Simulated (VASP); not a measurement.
A run of VASP 6.6.1:

File INCAR:

```
ALGO = Normal ; EDIFF = 1E-7
ENCUT = 520 ; GGA = PE
ISIF = 2 ; ISMEAR = 0
ISPIN = 2 ; LASPH = True
LCHARG = False ; LMAXMIX = 4
LORBIT = 11 ; LREAL = False
LWAVE = False ; MAGMOM = 0 1 0 0 0 0 0 0 0 0
NBANDS = 44 ; NELM = 150
PREC = Accurate ; SIGMA = 0.1
```

The input KPOINTS:

```
k-points
0
Gamma
  4 4 4
```

The input POSCAR:

```
ZnIrC4N4
1.0
    5.8826218900      0.0000000000      0.0000000000
    0.0000000000      5.8826218900      0.0000000000
    0.0000000000      0.0000000000      5.8826218900
Zn Ir C N
1 1 4 4
Direct
    0.0000000000      0.0000000000      0.0000000000
    0.5000000000      0.5000000000      0.5000000000
    0.1881440800      0.1881440800      0.1881440800
    0.1881440800      0.8118559200      0.8118559200
    0.8118559200      0.1881440800      0.8118559200
    0.8118559200      0.8118559200      0.1881440800
    0.3029738000      0.3029738000      0.3029738000
    0.3029738000      0.6970262000      0.6970262000
    0.6970262000      0.3029738000      0.6970262000
    0.6970262000      0.6970262000      0.3029738000
```

Potentials or basis: VASP PAW PBE potentials, release 64 (Zn, Ir, C, N).

The run is started by

```bash
$ cat potpaw_PBE.64/Zn/POTCAR potpaw_PBE.64/Ir/POTCAR potpaw_PBE.64/C/POTCAR potpaw_PBE.64/N/POTCAR > POTCAR
$ mpirun -np 1 vasp_std > vasp.out
```

Hardware: 1 thread of Intel Xeon 8259CL (shared host).

Estimate the wall time of this run.

Run time: 9.6 min on 1 thread of Intel Xeon 8259CL, with other jobs on the host, peak memory 0.49 GiB. Counts: scf iterations 18, k points 10.
